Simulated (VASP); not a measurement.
Input of a VASP 6.6.1 run:

File INCAR:

```
PREC = Accurate
ENCUT = 520
EDIFF = 1E-6
ISMEAR = -1
SIGMA = 0.05
LREAL = False
LASPH = True
NELM = 80
ALGO = Normal
ISIF = 2
LWAVE = False
LCHARG = False
GGA = B5
ALDAX = 1.0
AGGAX = 1.0
AGGAC = 1.0
ALDAC = 0.0
NBANDS = 16
```

KPOINTS

```
regular mesh
0
Gamma
  7 7 7
```

POSCAR

```
HgTe
1.0
    0.0000000000      3.2145000000      3.2145000000
    3.2145000000      0.0000000000      3.2145000000
    3.2145000000      3.2145000000      0.0000000000
Hg Te
1 1
Direct
    0.0000000000      0.0000000000      0.0000000000
    0.7500000000      0.7500000000      0.7500000000
```

Potentials or basis: VASP PAW PBE potentials, release 64 (Hg, Te).

The run is started by

```sh
$ cat potpaw_PBE.64/Hg/POTCAR potpaw_PBE.64/Te/POTCAR > POTCAR
$ mpirun -np 1 vasp_std > vasp.out
```

Task: What does it give for the band gap on the k mesh?

Result: Zero (filled and empty bands touch).

Task: Estimate the pressure.

Result: 8.2 GPa.

Caveat: the PAW data sets were made with another functional, which shifts forces and pressure a little; spin-orbit coupling is left out, which moves the levels of the heavy elements.
